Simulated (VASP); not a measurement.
# Ti3Al (P-6m2) in VASP: notebook

The runs below take Ti3Al through single point, with PBE.

Everything below comes from runs of VASP 6.6.1. Logs are shortened: lines on timing, memory, paths and dates and some standing lists are left out, and cuts for length are marked.

## (1) The cell of the first run

It takes space group P-6m2 (No. 187, hexagonal). Conventional cell: a = 2.984 Å, b = 2.984 Å, c = 8.900 Å, α = 90.00°, β = 90.00°, γ = 120.00°. Ti (site symmetry -6m2) has 12 Ti at 2.81 to 2.98 Å within 3.7 Å. Within 3.7 Å of Ti (site symmetry 3m) lie 9 Ti at 2.81 to 2.98 Å and 3 Al at 2.82 Å. Within 3.7 Å of Al (site symmetry -6m2) lie 6 Ti at 2.82 Å and 6 Al at 2.98 Å.

## (2) Single point, PBE (c/a of the conventional cell at fixed volume 2.9829)

Input file INCAR:

```
  PREC = Accurate
  ENCUT = 520
  EDIFF = 1E-7
  ISMEAR = 0
  SIGMA = 0.15
  LREAL = False
  LASPH = True
  NELM = 100
  ALGO = Fast
  ISIF = 2
  LWAVE = False
  LCHARG = True
  GGA = PE
  LELF = True
  LVHAR = True
  NBANDS = 28
```

Input file KPOINTS:

```
Automatic mesh
0
Gamma
  15 15 6
```

Input file POSCAR:

```
Ti3Al
1.0
    2.9837618340      0.0000000000      0.0000000000
   -1.4918809170      2.5840135471      0.0000000000
    0.0000000000      0.0000000000      8.9002631747
Ti Al
3 1
Direct
    0.6666666667      0.3333333333      0.0000000000
    0.3333333333      0.6666666667      0.7504575700
    0.3333333333      0.6666666667      0.2495424300
    0.6666666667      0.3333333333      0.5000000000
```

Potentials or basis: VASP PAW PBE potentials, release 64 (Ti_sv, Al).

On the command line:

```console
$ cat potpaw_PBE.64/Ti_sv/POTCAR potpaw_PBE.64/Al/POTCAR > POTCAR
$ mpirun -np 1 vasp_std > vasp.out
```

OUTCAR:

```text
PREC = Accurate
   ENCUT = 520
   EDIFF = 1E-7
   ISMEAR = 0
   LREAL = False
   LASPH = True
   NELM = 100
   ISIF = 2
   GGA = PE

 ion  position               nearest neighbor table
   1  0.667  0.333  0.000-   2 2.81   3 2.81   2 2.81   3 2.81   2 2.81   3 2.81
   2  0.333  0.667  0.750-   1 2.81   1 2.81   1 2.81   4 2.82   4 2.82   4 2.82
   3  0.333  0.667  0.250-   1 2.81   1 2.81   1 2.81   4 2.82   4 2.82   4 2.82
   4  0.667  0.333  0.500-   2 2.82   3 2.82   2 2.82   3 2.82   2 2.82   3 2.82

  LATTYP: Found a hexagonal cell.
 ALAT       =     2.9837618340
 C/A-ratio  =     2.9829000000

  Lattice vectors:

 A1 = (   2.9837618340,   0.0000000000,   0.0000000000)
 A2 = (  -1.4918809170,   2.5840135471,   0.0000000000)
 A3 = (   0.0000000000,   0.0000000000,   8.9002631747)

Analysis of symmetry for initial positions (statically):
=====================================================================
 Subroutine PRICEL returns:
 Original cell was already a primitive cell.

 Routine SETGRP: Setting up the symmetry group for a
 hexagonal supercell.

 Subroutine GETGRP returns: Found 12 space group operations
 (whereof 12 operations were pure point group operations)
 out of a pool of 24 trial point group operations.

The static configuration has the point symmetry D_3h.

Analysis of symmetry for dynamics (positions and initial velocities):
=====================================================================
 Subroutine PRICEL returns:
 Original cell was already a primitive cell.

 Routine SETGRP: Setting up the symmetry group for a
 hexagonal supercell.

 Subroutine GETGRP returns: Found 12 space group operations
 (whereof 12 operations were pure point group operations)
 out of a pool of 24 trial point group operations.

The dynamic configuration has the point symmetry D_3h.

 Subroutine INISYM returns: Found 12 space group operations
 (whereof 12 operations are pure point group operations),
 and found     1 'primitive' translations

----------------------------------------------------------------------------------------

                                     Primitive cell

  volume of cell :      68.6218

  direct lattice vectors                    reciprocal lattice vectors
     2.983761834  0.000000000  0.000000000     0.335147393  0.193497438  0.000000000
    -1.491880917  2.584013547  0.000000000     0.000000000  0.386994875  0.000000000
     0.000000000  0.000000000  8.900263175     0.000000000  0.000000000  0.112356228

  length of vectors
     2.983761834  2.983761834  8.900263175     0.386994875  0.386994875  0.112356228

  position of ions in fractional coordinates (direct lattice)
     0.666666667  0.333333333  0.000000000
     0.333333333  0.666666667  0.750457570
     0.333333333  0.666666667  0.249542430
     0.666666667  0.333333333  0.500000000

  ion indices of the primitive-cell ions
   primitive index   ion index
                 1           1
                 2           2
                 3           3
                 4           4

----------------------------------------------------------------------------------------

 KPOINTS: Automatic mesh

Automatic generation of k-mesh.
 Grid dimensions read from file:
 generate k-points for:   15   15    6

 Generating k-lattice:

  Cartesian coordinates                     Fractional coordinates (reciprocal lattice)
     0.022343160  0.012899829  0.000000000     0.066666667 -0.000000000  0.000000000
     0.000000000  0.025799658  0.000000000     0.000000000  0.066666667  0.000000000
     0.000000000  0.000000000  0.018726038     0.000000000  0.000000000  0.166666667

  Length of vectors
     0.025799658  0.025799658  0.018726038

  Shift w.r.t. Gamma in fractional coordinates (k-lattice)
     0.000000000  0.000000000  0.000000000

 Subroutine IBZKPT returns following result:
 ===========================================

 Found    108 irreducible k-points:

 Following reciprocal coordinates:
            Coordinates               Weight
  0.000000  0.000000  0.000000      1.000000
  0.066667  0.000000  0.000000      6.000000
  0.133333  0.000000  0.000000      6.000000
  0.200000  0.000000  0.000000      6.000000
  0.266667  0.000000  0.000000      6.000000
  0.333333  0.000000  0.000000      6.000000
[... 16 lines left out ...]
  0.333333  0.200000  0.000000     12.000000
  0.400000  0.200000  0.000000      6.000000
 [... further k-points ...]
   k-points           NKPTS =    108   k-points in BZ     NKDIM =    108   number of bands    NBANDS=     28
   number of dos      NEDOS =    301   number of ions     NIONS =      4
   total plane-waves  NPLWV =  40320
   dimension x,y,z NGX =    24 NGY =   24 NGZ =   70
   dimension x,y,z NGXF=    48 NGYF=   48 NGZF=  140
   ions per type =               3   1
   NGX,Y,Z   is equivalent  to a cutoff of  13.37, 13.37, 13.08 a.u.
   NGXF,Y,Z  is equivalent  to a cutoff of  26.74, 26.74, 26.15 a.u.
 SYSTEM =  unknown system
   PREC   = accura    normal or accurate (medium, high low for compatibility)
   ISTART =      0    job   : 0-new  1-cont  2-samecut
   ICHARG =      2    charge: 1-file 2-atom 10-const
   ISPIN  =      1    spin polarized calculation?
   LNONCOLLINEAR =      F non collinear calculations
   LSORBIT =      F    spin-orbit coupling
   LASPH  =      T    aspherical Exc in radial PAW
   ENCUT  =  520.0 eV  38.22 Ry    6.18 a.u.   5.55  5.55 16.55*2*pi/ulx,y,z
   NELM   =    100;   NELMIN=  2; NELMDL= -5     # of ELM steps
   EDIFF  = 0.1E-06   stopping-criterion for ELM
   LREAL  =      F    real-space projection
   EDIFFG = 0.1E-05   stopping-criterion for IOM
   NSW    =      0    number of steps for IOM
   IBRION =     -1    ionic relax: 0-MD 1-quasi-New 2-CG
   NFREE  =      0    steps in history (QN), initial steepest desc. (CG)
   ISIF   =      2    stress and relaxation
   ISYM   =      2    0-nonsym 1-usesym 2-fastsym
   POTIM  = 0.5000    time-step for ionic-motion
   TEBEG  =    0.0;   TEEND  =   0.0 temperature during run
   PSTRESS=    0.0 pullay stress
   NELECT =      39.0000    total number of electrons
   NUPDOWN=      -1.0000    fix difference up-down
   EMIN   =  10.00;   EMAX   =-10.00  energy-range for DOS
   EFERMI =   0.00;   METHOD = LEGACY
   ISMEAR =     0;   SIGMA  =   0.15  broadening in eV -4-tet -1-fermi 0-gaus
   EFERMI_NEDOS =   21; number of points for ismear=-14 and -15
   IALGO  =     68    algorithm
   IMIX   =      4    mixing-type and parameters
     AMIX     =   0.40;   BMIX     =  1.00
     AMIX_MAG =   1.60;   BMIX_MAG =  1.00
  volume/ion in A,a.u.               =      17.16       115.77
  Fermi-wavevector in a.u.,A,eV,Ry     =   1.356050  2.562563 25.019375  1.838872
  Thomas-Fermi vector in A             =   2.483086
   LORBIT       =      0    0 simple, 1 ext, 2 COOP (PROOUT), +10 PAW based schemes
   GGA     = PE    functional components
   LHFCALC =     F    Hartree Fock is set to
   AEXX    =    0.0000 exact exchange contribution
   IVDW    =     0    specifies the selected vdW correction
   LEPSILON=     F    determine dielectric tensor
   LRPA    =     F    only Hartree local field effects (RPA)
 non-spin polarized calculation
 RMM-DIIS sequential band-by-band and
 Gauss-broadening in eV      SIGMA  =   0.15
  energy-cutoff  :      520.00
  volume of cell :       68.62
 maximum number of plane-waves:      1882
 NGX is ok and might be reduce to    24
   NGX = 11   NGY = 11   NGZ = 33

 number of electron      39.0000019 magnetization

 Free energy of the ion-electron system (eV)
  ---------------------------------------------------
  ext. energy  EPLUGINS =         0.00000000
  ---------------------------------------------------
  free energy    TOTEN  =       -27.72296649 eV

  energy without entropy =      -27.68398923  energy(sigma->0) =      -27.70347786

 E-fermi :   7.9393     XC(G=0): -11.1833

 val. band max:        7.9331537706   @ k =   0.3333   0.2000   0.1667
 cond. band min:       7.9487453613   @ k =   0.1333   0.0667   0.0000
 fundamental gap:      0.0155915907
 Fermi energy:         7.9393118300

 k-point     1 :       0.0000    0.0000    0.0000
  band No.  band energies     occupation
      1     -48.8060      2.00000
      2     -48.7401      2.00000
      3     -48.6797      2.00000
      4     -25.3398      2.00000
      5     -25.0630      2.00000
      6     -24.7952      2.00000
[... 20 lines left out ...]
     27       9.8782      0.00000
     28      10.5908      0.00000

 k-point     2 :       0.0667    0.0000    0.0000
  band No.  band energies     occupation
      1     -48.8023      2.00000
      2     -48.7376      2.00000
      3     -48.6783      2.00000
      4     -25.3329      2.00000
      5     -25.0655      2.00000
      6     -24.8090      2.00000
[... 20 lines left out ...]
     27       9.8547      0.00000
     28      10.5750      0.00000

 k-point     3 :       0.1333    0.0000    0.0000
  band No.  band energies     occupation
      1     -48.7915      2.00000
      2     -48.7304      2.00000
      3     -48.6748      2.00000
      4     -25.3132      2.00000
      5     -25.0755      2.00000
      6     -24.8468      2.00000
[... 20 lines left out ...]
     27       9.8117      0.00000
     28      10.5736      0.00000

 k-point     4 :       0.2000    0.0000    0.0000
  band No.  band energies     occupation
      1     -48.7751      2.00000
      2     -48.7198      2.00000
      3     -48.6699      2.00000
      4     -25.2847      2.00000
      5     -25.1003      2.00000
      6     -24.9098      2.00000
[... 20 lines left out ...]
     27       9.8450      0.00000
     28      10.6067      0.00000

 k-point     5 :       0.2667    0.0000    0.0000
  band No.  band energies     occupation
      1     -48.7554      2.00000
      2     -48.7076      2.00000
      3     -48.6653      2.00000
      4     -25.2553      2.00000
      5     -25.1447      2.00000
      6     -24.9787      2.00000
[... 20 lines left out ...]
     27      10.1476      0.00000
     28      10.6369      0.00000

 k-point     6 :       0.3333    0.0000    0.0000
  band No.  band energies     occupation
      1     -48.7351      2.00000
      2     -48.6959      2.00000
      3     -48.6622      2.00000
      4     -25.2393      2.00000
      5     -25.2006      2.00000
      6     -25.0344      2.00000
[... 463 lines left out ...]
      5     -25.1824      2.00000
      6     -25.0402      2.00000
[... 20 lines left out ...]
     27      10.7142      0.00000
     28      11.1120      0.00000

 k-point    22 :       0.2667    0.2000    0.0000
  band No.  band energies     occupation
      1     -48.7126      2.00000
      2     -48.6844      2.00000
      3     -48.6618      2.00000
      4     -25.2166      2.00000
      5     -25.2103      2.00000
      6     -25.0796      2.00000
[... 20 lines left out ...]
     27      10.7891      0.00000
     28      11.1252      0.00000

 k-point    23 :       0.3333    0.2000    0.0000
  band No.  band energies     occupation
      1     -48.6985      2.00000
      2     -48.6785      2.00000
      3     -48.6642      2.00000
      4     -25.2308      2.00000
      5     -25.2164      2.00000
      6     -25.0996      2.00000
[... 20 lines left out ...]
     27      10.7831      0.00000
     28      11.2210      0.00000

 k-point    24 :       0.4000    0.2000    0.0000
  band No.  band energies     occupation
      1     -48.6923      2.00000
      2     -48.6764      2.00000
      3     -48.6662      2.00000
      4     -25.2385      2.00000
      5     -25.2174      2.00000
      6     -25.1046      2.00000
[... 20 lines left out ...]
     27      10.7681      0.00000
     28      11.9749      0.00000

 [... further k-points ...]
[... 5 lines left out ...]
  --------------------------------------------------------------------------------------
  -------------------------------------------------------------------------------------
  Total       -1.0968518     -1.0968518      2.6357756      0.0000000      0.0000000      0.0000000
  in kB      -25.6092428    -25.6092428     61.5399613      0.0000000      0.0000000      0.0000000
  external PRESSURE =       3.4404919 kB  Pullay stress =       0.0000000 kB

 VOLUME and BASIS-vectors are now :
 -----------------------------------------------------------------------------
  energy-cutoff  :      520.00
  volume of cell :       68.62
      direct lattice vectors                 reciprocal lattice vectors
     2.983761834  0.000000000  0.000000000     0.335147393  0.193497438  0.000000000
    -1.491880917  2.584013547  0.000000000     0.000000000  0.386994875  0.000000000
     0.000000000  0.000000000  8.900263175     0.000000000  0.000000000  0.112356228

 POSITION                                       TOTAL-FORCE (eV/Angst)
 -----------------------------------------------------------------------------------
      1.49188      0.86134      0.00000         0.000000      0.000000      0.000000
     -0.00000      1.72268      6.67927         0.000000     -0.000000      0.078736
     -0.00000      1.72268      2.22099        -0.000000     -0.000000     -0.078736
      1.49188      0.86134      4.45013        -0.000000      0.000000      0.000000
 -----------------------------------------------------------------------------------
    total drift:                                0.000000     -0.000000      0.000000

  FREE ENERGIE OF THE ION-ELECTRON SYSTEM (eV)
  ---------------------------------------------------
  free  energy   TOTEN  =       -27.7229664901 eV

  energy  without entropy=      -27.6839892256  energy(sigma->0) =      -27.70347786
```

Run time: 11 min. Hardware: 1 thread of Intel Xeon Platinum 8488C (Sapphire Rapids), shared host; peak memory 0.31 GiB.

What came out:

| Property | Result |
| --- | --- |
| Free energy | -27.7230 eV |
| Pressure | 0.3 GPa |
| Largest force | 0.079 eV/Å |

Forces in eV/Å, atoms in the order of the input:
```
Ti   0.000  0.000  0.000
Ti   0.000  0.000  0.079
Ti   0.000  0.000 -0.079
Al   0.000  0.000  0.000
```

Stress tensor (GPa, compression positive):
```
-2.56  0.00  0.00
 0.00 -2.56  0.00
 0.00  0.00  6.15
```

## (3) Single point, PBE (c/a of the conventional cell at fixed volume 3.3190)

Input file INCAR:

```
ALGO = Fast
EDIFF = 1E-7
ENCUT = 520
GGA = PE
ISIF = 2
ISMEAR = 0
LASPH = T
LCHARG = F
LREAL = F
LWAVE = F
NBANDS = 28
NELM = 80
PREC = Accurate
SIGMA = 0.15
```

Input file KPOINTS:

```
k-points
0
Gamma
  15 15 6
```

Input file POSCAR:

```
Ti3Al
1.0
    2.8794395691      0.0000000000      0.0000000000
   -1.4397197845      2.4936678155      0.0000000000
    0.0000000000      0.0000000000      9.5568599297
Ti Al
3 1
Direct
    0.6666666667      0.3333333333      0.0000000000
    0.3333333333      0.6666666667      0.7396251305
    0.3333333333      0.6666666667      0.2603748695
    0.6666666667      0.3333333333      0.5000000000
```

Potentials or basis: VASP PAW PBE potentials, release 64 (Ti_sv, Al).

On the command line:

```console
$ cat potpaw_PBE.64/Ti_sv/POTCAR potpaw_PBE.64/Al/POTCAR > POTCAR
$ mpirun -np 1 vasp_std > vasp.out
```

OUTCAR:

```text
EDIFF = 1E-7
   ENCUT = 520
   GGA = PE
   ISIF = 2
   ISMEAR = 0
   LASPH = T
   LREAL = F
   NELM = 80
   PREC = Accurate

 ion  position               nearest neighbor table
   1  0.667  0.333  0.000-
   2  0.333  0.667  0.740-   4 2.83   4 2.83   4 2.83
   3  0.333  0.667  0.260-   4 2.83   4 2.83   4 2.83
   4  0.667  0.333  0.500-   2 2.83   3 2.83   2 2.83   3 2.83   2 2.83   3 2.83

  LATTYP: Found a hexagonal cell.
[... 202 lines left out ...]
      5     -24.9830      2.00000
      6     -24.8341      2.00000
[... 733 lines left out ...]
     27      10.7193      0.00000
     28      11.1270      0.00000

 [... further k-points ...]
[... 5 lines left out ...]
  --------------------------------------------------------------------------------------
  -------------------------------------------------------------------------------------
  Total        0.5042773      0.5042773     -1.4769488      0.0000000      0.0000000      0.0000000
  in kB       11.7738420     11.7738420    -34.4837310      0.0000000      0.0000000      0.0000000
  external PRESSURE =      -3.6453490 kB  Pullay stress =       0.0000000 kB

 VOLUME and BASIS-vectors are now :
 -----------------------------------------------------------------------------
  energy-cutoff  :      520.00
  volume of cell :       68.62
      direct lattice vectors                 reciprocal lattice vectors
     2.879439569  0.000000000  0.000000000     0.347289803  0.200507861  0.000000000
    -1.439719785  2.493667815  0.000000000     0.000000000  0.401015722  0.000000000
     0.000000000  0.000000000  9.556859930     0.000000000  0.000000000  0.104636879

 POSITION                                       TOTAL-FORCE (eV/Angst)
 -----------------------------------------------------------------------------------
      1.43972      0.83122      0.00000        -0.000000      0.000000      0.000000
     -0.00000      1.66245      7.06849         0.000000     -0.000000      0.528186
     -0.00000      1.66245      2.48837         0.000000     -0.000000     -0.528186
      1.43972      0.83122      4.77843         0.000000     -0.000000      0.000000
 -----------------------------------------------------------------------------------
    total drift:                                0.000000     -0.000000      0.000000

  FREE ENERGIE OF THE ION-ELECTRON SYSTEM (eV)
  ---------------------------------------------------
  free  energy   TOTEN  =       -27.6930123377 eV

  energy  without entropy=      -27.6405115405  energy(sigma->0) =      -27.66676194
```

stdout:

```text
POSCAR found type information on POSCAR TiAl
 POSCAR found :  2 types and       4 ions
[... 51 lines left out ...]
 num prob  num prob  num prob  num prob  num prob  num prob  num prob  num prob  num prob  num prob  num prob  num prob  num prob  num prob  num prob  num prob  num prob  num prob  num prob  num prob  num prob  num prob  num prob  num prob  num prob RMM:  47    -0.276930113948E+02   -0.39980E-06   -0.40029E-06  6796   0.603E-03    0.756E-04
 num prob  num prob  num prob  num prob  num prob  num prob  num prob  num prob  num prob  num prob  num prob  num prob  num prob  num prob  num prob  num prob  num prob WARNING in EDDRMM: call to ZHEGV failed, returncode =   8  4      8
 num prob  num prob  num prob  num prob  num prob  num prob  num prob  num prob  num prob  num prob  num prob RMM:  48    -0.276930116409E+02   -0.24608E-06   -0.26743E-06
```

Run time: 13 min. Hardware: 1 thread of Intel Xeon Platinum 8488C (Sapphire Rapids), shared host; peak memory 0.31 GiB.

Results:

```
Free energy   : -27.6930 eV
Pressure      : -0.4 GPa
Largest force : 0.528 eV/Å
```

Forces in eV/Å, atoms in the order of the input:
```
Ti   0.000  0.000  0.000
Ti   0.000  0.000  0.528
Ti   0.000  0.000 -0.528
Al   0.000  0.000  0.000
```

Levels at points of the mesh, in eV from the Fermi level:
```
           k point  band 17  band 18  band 19  band 20  band 21  band 22  band 23  band 24
(0.00, 0.00, 0.00)    -0.89    -0.05     0.22     0.98     0.98     1.09     1.09     1.25
(0.00, 0.00, 0.50)    -0.98    -0.07     0.27     0.98     0.98     1.08     1.08     1.25
```

(Part 1 of 2 ends here.)
